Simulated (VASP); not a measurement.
Wanted: the native input for a VASP 6.6.1 run.

```yaml
Task: single point
Functional: revPBE
Potentials_or_basis: VASP PAW PBE potentials, release 64 (Pb_d)
Cutoff: 520 eV
k_mesh: 13 × 13 × 13
Occupations: fermi-dirac, width 0.1 eV
Spin: no spin polarisation
Dipole_correction: no
Further_INCAR_settings: ALGO = Normal; EDIFF = 1e-07; NBANDS = 21
```

The structure of Pb lies in POSCAR:

```
Pb
1.0
    0.0000000000      3.5697553477      3.5697553477
    3.5697553477      0.0000000000      3.5697553477
    3.5697553477      3.5697553477      0.0000000000
Pb
2
Direct
    0.1250000000      0.1250000000      0.1250000000
    0.8750000000      0.8750000000      0.8750000000
```

One way to write it, as run:

INCAR

```
SYSTEM = Pb
  PREC = Accurate
  ENCUT = 520
  EDIFF = 1E-7
  ISMEAR = -1
  SIGMA = 0.1
  LREAL = .False.
  LASPH = .True.
  NELM = 80
  ALGO = Normal
  ISIF = 2
  LWAVE = .False.
  LCHARG = .False.
  GGA = RE
  NBANDS = 21
```

KPOINTS

```
Automatic mesh
0
Gamma
  13 13 13
  0 0 0
```

Potentials or basis: VASP PAW PBE potentials, release 64 (Pb_d).

Launch:

```console
$ cat potpaw_PBE.64/Pb_d/POTCAR > POTCAR
$ mpirun -np 1 vasp_std > vasp.out
```

Results of the run:

The pressure is 0.0 GPa. The band gap on the k mesh is zero (band 14 reaches 3.84 eV, above the bottom of band 15 at 2.87 eV).

Caveat: the PAW data sets were made with another functional, which shifts forces and pressure a little; spin-orbit coupling is left out, which moves the levels of the heavy elements.

It took 110 s on 1 thread of Intel(R) Xeon(R) 6975P-C (Granite Rapids), on a shared host, peak memory 0.3 GiB.
